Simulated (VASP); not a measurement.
Input of a VASP 6.6.1 run:

Contents of INCAR:

```
SYSTEM = TaN
ALGO = Normal ; EDIFF = 1E-6
ENCUT = 520 ; GGA = PE
ISIF = 2 ; ISMEAR = 0
LASPH = .True. ; LCHARG = .False.
LDAU = .True. ; LDAUJ = 0 0
LDAUL = 2 -1 ; LDAUPRINT = 1
LDAUTYPE = 2 ; LDAUU = 8 0
LMAXMIX = 4 ; LREAL = .False.
LWAVE = .False. ; NBANDS = 24
NELM = 150 ; PREC = Accurate
SIGMA = 0.1
```

Contents of KPOINTS:

```
k-points
0
Gamma
  24 24 10
  0 0 0
```

The input POSCAR:

```
TaN
1.0
    2.9361526762      0.0000000000      0.0000000000
   -1.4680763381      2.5427828070      0.0000000000
    0.0000000000      0.0000000000      6.0331424205
Ta N
2 2
Direct
    0.0000000000      0.0000000000      0.0000000000
    0.0000000000      0.0000000000      0.5000000000
    0.3333333160      0.6666666840      0.2500000000
    0.6666666840      0.3333333160      0.7500000000
```

Potentials or basis: VASP PAW PBE potentials, release 64 (Ta_pv, N).

The run is started by

```bash
$ cat potpaw_PBE.64/Ta_pv/POTCAR potpaw_PBE.64/N/POTCAR > POTCAR
$ mpirun -np 1 vasp_std > vasp.out
```

(1) What does it give for the pressure?

(2) What does it give for the band gap on the k mesh?

## Answers

(1) 14.8 GPa.

(2) zero (bands 16 and 17 overlap by 1.14 eV).

Caveat: the cell stands under pressure; spin-orbit coupling is left out, which moves the levels of the heavy elements; U without spin polarisation on a metal has little footing.
